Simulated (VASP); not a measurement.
# Cu (Fd-3m) in VASP: a series of runs, part 2 of 2

VASP 6.6.1.

## 3. Single point, PBE

This run uses another cell than the first one, of 20.33 Å³/atom.

Contents of INCAR:

```
SYSTEM = Cu
ALGO = Normal
EDIFF = 1E-7
ENCUT = 520
GGA = PE
ISIF = 2
ISMEAR = -1
LASPH = .TRUE.
LCHARG = .FALSE.
LREAL = .FALSE.
LWAVE = .FALSE.
NBANDS = 18
NELM = 60
PREC = Accurate
SIGMA = 0.06122561905347299
```

Contents of KPOINTS:

```
k-points
0
G
  18 18 18
  0 0 0
```

Contents of POSCAR:

```
Cu
1.0
    0.0000000000      2.7292373097      2.7292373097
    2.7292373097      0.0000000000      2.7292373097
    2.7292373097      2.7292373097      0.0000000000
Cu
2
Direct
    0.0000000000      0.0000000000      0.0000000000
    0.2500000000      0.2500000000      0.2500000000
```

Potentials or basis: VASP PAW PBE potentials, release 64 (Cu).

Command:

```bash
> cat potpaw_PBE.64/Cu/POTCAR > POTCAR
> mpirun -np 1 vasp_std > vasp.out
```

OUTCAR:

```text
SYSTEM = Cu
   EDIFF = 1E-7
   ENCUT = 520
   GGA = PE
   ISIF = 2
   ISMEAR = -1
   LASPH = .TRUE.
   LREAL = .FALSE.
   NELM = 60
   PREC = Accurate

 ion  position               nearest neighbor table
   1  0.000  0.000  0.000-   2 2.36   2 2.36   2 2.36   2 2.36
   2  0.250  0.250  0.250-   1 2.36   1 2.36   1 2.36   1 2.36

  LATTYP: Found a face centered cubic cell.
 ALAT       =     5.4584746194

  Lattice vectors:

 A1 = (   0.0000000000,   2.7292373097,   2.7292373097)
 A2 = (   2.7292373097,   0.0000000000,   2.7292373097)
 A3 = (   2.7292373097,   2.7292373097,   0.0000000000)

Analysis of symmetry for initial positions (statically):
=====================================================================
 Subroutine PRICEL returns:
 Original cell was already a primitive cell.

 Routine SETGRP: Setting up the symmetry group for a
 face centered cubic supercell.

 Subroutine GETGRP returns: Found 48 space group operations
 (whereof 24 operations were pure point group operations)
 out of a pool of 48 trial point group operations.

The static configuration has the point symmetry T_d .
 The point group associated with its full space group is O_h .

Analysis of symmetry for dynamics (positions and initial velocities):
=====================================================================
 Subroutine PRICEL returns:
 Original cell was already a primitive cell.

 Routine SETGRP: Setting up the symmetry group for a
 face centered cubic supercell.

 Subroutine GETGRP returns: Found 48 space group operations
 (whereof 24 operations were pure point group operations)
 out of a pool of 48 trial point group operations.

The dynamic configuration has the point symmetry T_d .
 The point group associated with its full space group is O_h .

 Subroutine INISYM returns: Found 48 space group operations
 (whereof 24 operations are pure point group operations),
 and found     1 'primitive' translations

----------------------------------------------------------------------------------------

                                     Primitive cell

  volume of cell :      40.6587

  direct lattice vectors                    reciprocal lattice vectors
     0.000000000  2.729237310  2.729237310    -0.183201365  0.183201365  0.183201365
     2.729237310  0.000000000  2.729237310     0.183201365 -0.183201365  0.183201365
     2.729237310  2.729237310  0.000000000     0.183201365  0.183201365 -0.183201365

  length of vectors
     3.859724418  3.859724418  3.859724418     0.317314072  0.317314072  0.317314072

  position of ions in fractional coordinates (direct lattice)
     0.000000000  0.000000000  0.000000000
     0.250000000  0.250000000  0.250000000

  ion indices of the primitive-cell ions
   primitive index   ion index
                 1           1
                 2           2

----------------------------------------------------------------------------------------

 KPOINTS: k-points

Automatic generation of k-mesh.
 Grid dimensions read from file:
 generate k-points for:   18   18   18

 Generating k-lattice:

  Cartesian coordinates                     Fractional coordinates (reciprocal lattice)
    -0.010177854  0.010177854  0.010177854     0.055555556  0.000000000  0.000000000
     0.010177854 -0.010177854  0.010177854     0.000000000  0.055555556  0.000000000
     0.010177854  0.010177854 -0.010177854     0.000000000  0.000000000  0.055555556

  Length of vectors
     0.017628560  0.017628560  0.017628560

  Shift w.r.t. Gamma in fractional coordinates (k-lattice)
     0.000000000  0.000000000  0.000000000

 Subroutine IBZKPT returns following result:
 ===========================================

 Found    195 irreducible k-points:

 Following reciprocal coordinates:
            Coordinates               Weight
  0.000000  0.000000  0.000000      1.000000
  0.055556  0.000000  0.000000      8.000000
  0.111111  0.000000  0.000000      8.000000
  0.166667  0.000000  0.000000      8.000000
  0.222222  0.000000  0.000000      8.000000
  0.277778  0.000000  0.000000      8.000000
[... 16 lines left out ...]
 -0.277778  0.055556  0.000000     24.000000
 -0.222222  0.055556  0.000000     24.000000
 [... further k-points ...]
   k-points           NKPTS =    195   k-points in BZ     NKDIM =    195   number of bands    NBANDS=     18
   number of dos      NEDOS =    301   number of ions     NIONS =      2
   total plane-waves  NPLWV =  27000
   dimension x,y,z NGX =    30 NGY =   30 NGZ =   30
   dimension x,y,z NGXF=    60 NGYF=   60 NGZF=   60
   ions per type =               2
   NGX,Y,Z   is equivalent  to a cutoff of  12.92, 12.92, 12.92 a.u.
   NGXF,Y,Z  is equivalent  to a cutoff of  25.84, 25.84, 25.84 a.u.
 SYSTEM =  Cu
   PREC   = accura    normal or accurate (medium, high low for compatibility)
   ISTART =      0    job   : 0-new  1-cont  2-samecut
   ICHARG =      2    charge: 1-file 2-atom 10-const
   ISPIN  =      1    spin polarized calculation?
   LNONCOLLINEAR =      F non collinear calculations
   LSORBIT =      F    spin-orbit coupling
   LASPH  =      T    aspherical Exc in radial PAW
   ENCUT  =  520.0 eV  38.22 Ry    6.18 a.u.   7.18  7.18  7.18*2*pi/ulx,y,z
   NELM   =     60;   NELMIN=  2; NELMDL= -5     # of ELM steps
   EDIFF  = 0.1E-06   stopping-criterion for ELM
   LREAL  =      F    real-space projection
   EDIFFG = 0.1E-05   stopping-criterion for IOM
   NSW    =      0    number of steps for IOM
   IBRION =     -1    ionic relax: 0-MD 1-quasi-New 2-CG
   NFREE  =      0    steps in history (QN), initial steepest desc. (CG)
   ISIF   =      2    stress and relaxation
   ISYM   =      2    0-nonsym 1-usesym 2-fastsym
   POTIM  = 0.5000    time-step for ionic-motion
   TEBEG  =    0.0;   TEEND  =   0.0 temperature during run
   PSTRESS=    0.0 pullay stress
   NELECT =      22.0000    total number of electrons
   NUPDOWN=      -1.0000    fix difference up-down
   EMIN   =  10.00;   EMAX   =-10.00  energy-range for DOS
   EFERMI =   0.00;   METHOD = LEGACY
   ISMEAR =    -1;   SIGMA  =   0.06  broadening in eV -4-tet -1-fermi 0-gaus
   EFERMI_NEDOS =   21; number of points for ismear=-14 and -15
   IALGO  =     38    algorithm
   IMIX   =      4    mixing-type and parameters
     AMIX     =   0.40;   BMIX     =  1.00
     AMIX_MAG =   1.60;   BMIX_MAG =  1.00
  volume/ion in A,a.u.               =      20.33       137.19
  Fermi-wavevector in a.u.,A,eV,Ry     =   1.334026  2.520944 24.213288  1.779626
  Thomas-Fermi vector in A             =   2.462839
   LORBIT       =      0    0 simple, 1 ext, 2 COOP (PROOUT), +10 PAW based schemes
   GGA     = PE    functional components
[... 5 lines left out ...]
 non-spin polarized calculation
  energy-cutoff  :      520.00
  volume of cell :       40.66
 maximum number of plane-waves:      1113
 NGX is ok and might be reduce to    30
   NGX = 15   NGY = 15   NGZ = 15

 number of electron      21.9999990 magnetization

 Free energy of the ion-electron system (eV)
  ---------------------------------------------------
  ext. energy  EPLUGINS =         0.00000000
  ---------------------------------------------------
  free energy    TOTEN  =        -5.38948673 eV

  energy without entropy =       -5.37897963  energy(sigma->0) =       -5.38423318

 E-fermi :   2.3219     XC(G=0):  -9.5793

 val. band max:        2.3195481296   @ k =  -0.3889   0.2778   0.0556
 cond. band min:       2.3267191368   @ k =  -0.3889   0.4444   0.1111
 fundamental gap:      0.0071710072
 Fermi energy:         2.3219272969

 k-point     1 :       0.0000    0.0000    0.0000
  band No.  band energies     occupation
      1      -3.6201      2.00000
      2      -0.4321      2.00000
      3      -0.4321      2.00000
      4      -0.4321      2.00000
      5      -0.4055      2.00000
      6      -0.4055      2.00000
[... 10 lines left out ...]
     17      12.6227      0.00000
     18      14.5340      0.00000

 k-point     2 :       0.0556    0.0000    0.0000
  band No.  band energies     occupation
      1      -3.5739      2.00000
      2      -0.4682      2.00000
      3      -0.4682      2.00000
      4      -0.4313      2.00000
      5      -0.3620      2.00000
      6      -0.3620      2.00000
[... 10 lines left out ...]
     17      12.9908      0.00000
     18      14.7443      0.00000
[... 442 lines left out ...]
 k-point    24 :      -0.2222    0.0556    0.0000
  band No.  band energies     occupation
      1      -2.7471      2.00000
      2      -0.5730      2.00000
      3      -0.4956      2.00000
      4      -0.4097      2.00000
      5      -0.2444      2.00000
      6      -0.1735      2.00000
[... 10 lines left out ...]
     17      13.9371      0.00000
     18      15.1852      0.00000

 [... further k-points ...]

------------------------ aborting loop because EDIFF is reached ----------------------------------------

  FORCE on cell =-STRESS in cart. coord.  units (eV):
  Direction    XX          YY          ZZ          XY          YZ          ZX
  --------------------------------------------------------------------------------------
  -------------------------------------------------------------------------------------
  Total       -0.6792907     -0.6792907     -0.6792907      0.0000000     -0.0000000     -0.0000000
  in kB      -26.7677807    -26.7677807    -26.7677807      0.0000000     -0.0000000     -0.0000000
  external PRESSURE =     -26.7677807 kB  Pullay stress =       0.0000000 kB

 VOLUME and BASIS-vectors are now :
 -----------------------------------------------------------------------------
  energy-cutoff  :      520.00
  volume of cell :       40.66
      direct lattice vectors                 reciprocal lattice vectors
     0.000000000  2.729237310  2.729237310    -0.183201365  0.183201365  0.183201365
     2.729237310  0.000000000  2.729237310     0.183201365 -0.183201365  0.183201365
     2.729237310  2.729237310  0.000000000     0.183201365  0.183201365 -0.183201365

 POSITION                                       TOTAL-FORCE (eV/Angst)
 -----------------------------------------------------------------------------------
      0.00000      0.00000      0.00000         0.000000      0.000000      0.000000
      1.36462      1.36462      1.36462        -0.000000     -0.000000     -0.000000
 -----------------------------------------------------------------------------------
    total drift:                                0.000000      0.000000      0.000000

  FREE ENERGIE OF THE ION-ELECTRON SYSTEM (eV)
  ---------------------------------------------------
  free  energy   TOTEN  =        -5.3894867305 eV

  energy  without entropy=       -5.3789796285  energy(sigma->0) =       -5.38423318
```

Wall time 3.7 min (1 thread of Intel Xeon 8259CL, shared host); peak memory 0.25 GiB.

Results:

```yaml
Free_energy: -5.3895 eV
Pressure: -2.7 GPa
Band_gap_on_the_k_mesh: zero (bands 11 and 12 overlap by 0.93 eV)
```

## 4. Single point, PBE

This run uses another cell than the first one, of 20.33 Å³/atom.

Contents of INCAR:

```
ALGO = Normal
EDIFF = 1E-6
ENCUT = 520
GGA = PE
ISIF = 2
ISMEAR = -1
LASPH = True
LCHARG = False
LREAL = False
LWAVE = False
NBANDS = 18
NELM = 80
PREC = Accurate
SIGMA = 0.06122561905347299
```

Contents of KPOINTS:

```
k-points
0
Gamma
  18 18 18
```

POSCAR is that of step 3.

Command:

```bash
> cat potpaw_PBE.64/Cu/POTCAR > POTCAR
> mpirun -np 1 vasp_std > vasp.out
```

Wall time 3.4 min (1 thread of Intel Xeon 8259CL, shared host); peak memory 0.25 GiB.

Results (log left out):

| Quantity | Value |
| --- | --- |
| Free energy | -5.3895 eV |
| Pressure | -2.8 GPa |
| Band gap on the k mesh | zero (bands 11 and 12 overlap by 0.93 eV) |

Levels at points of the mesh, in eV from the Fermi level:
```
           k point  band 9  band 10  band 11  band 12  band 13  band 14
(0.00, 0.00, 0.00)   -1.75    -1.17    -1.17     9.34     9.34     9.34
(0.50, 0.00, 0.00)   -1.26    -1.24    -1.24    -0.40     6.83     6.83
(0.50, 0.50, 0.00)   -1.16    -1.16     0.20     0.20     3.72     3.72
```

## 5. Single point, PBE

Contents of INCAR:

```
ALGO     = Normal         # electronic algorithm
EDIFF    = 1E-6           # SCF threshold, eV
ENCUT    = 520            # plane-wave cutoff, eV
GGA      = PE             # functional
ISIF     = 2              # what is computed and relaxed
ISMEAR   = -1             # smearing method
LASPH    = T              # aspherical terms in the spheres
LCHARG   = F              # write CHGCAR
LREAL    = F              # projectors in reciprocal space
LWAVE    = F              # write WAVECAR
NBANDS   = 18             # bands
NELM     = 100            # most SCF steps
PREC     = Accurate       # precision mode
SIGMA    = 0.06122561905347299 # smearing width, eV
```

Contents of KPOINTS:

```
k-points
0
Gamma
  35 35 35
```

Contents of POSCAR:

```
Cu
1.0
    0.0000000000      2.7119631931      2.7119631931
    2.7119631931      0.0000000000      2.7119631931
    2.7119631931      2.7119631931      0.0000000000
Cu
2
Direct
    0.0000000000      0.0000000000      0.0000000000
    0.2500000000      0.2500000000      0.2500000000
```

Command:

```bash
> cat potpaw_PBE.64/Cu/POTCAR > POTCAR
> mpirun -np 1 vasp_std > vasp.out
```

Wall time 7.4 min (1 thread of Intel Xeon Platinum 8559C (Emerald Rapids), shared host); peak memory 0.71 GiB.

The run converged. Its results:

```
Free energy            : -5.3996 eV
Pressure               : -2.0 GPa
Band gap on the k mesh : zero (bands 11 and 12 overlap by 0.86 eV)
```

Levels at points of the mesh, in eV from the Fermi level:
```
           k point  band 9  band 10  band 11  band 12  band 13  band 14
(0.00, 0.00, 0.00)   -1.78    -1.18    -1.18     9.47     9.47     9.47
```

## 6. Summary

```csv
cell,k mesh,gap on the mesh (eV),pressure (GPa)
"a = 3.835 Å, angles 60.0°, 2 atoms",18 × 18 × 18,none,-2.0
"a = 3.860 Å, angles 60.0°, 2 atoms",18 × 18 × 18,none,-2.8
"a = 3.835 Å, angles 60.0°, 2 atoms",35 × 35 × 35,none,-2.0
```

Alike in all rows: task single point; level PBE; potentials or basis VASP PAW PBE potentials, release 64 (Cu); no spin polarisation; cutoff (eV) 520; smearing fermi-dirac 0.0612256 eV.

Total energies depend on the potentials used, so only differences within one code and one set of settings carry meaning.
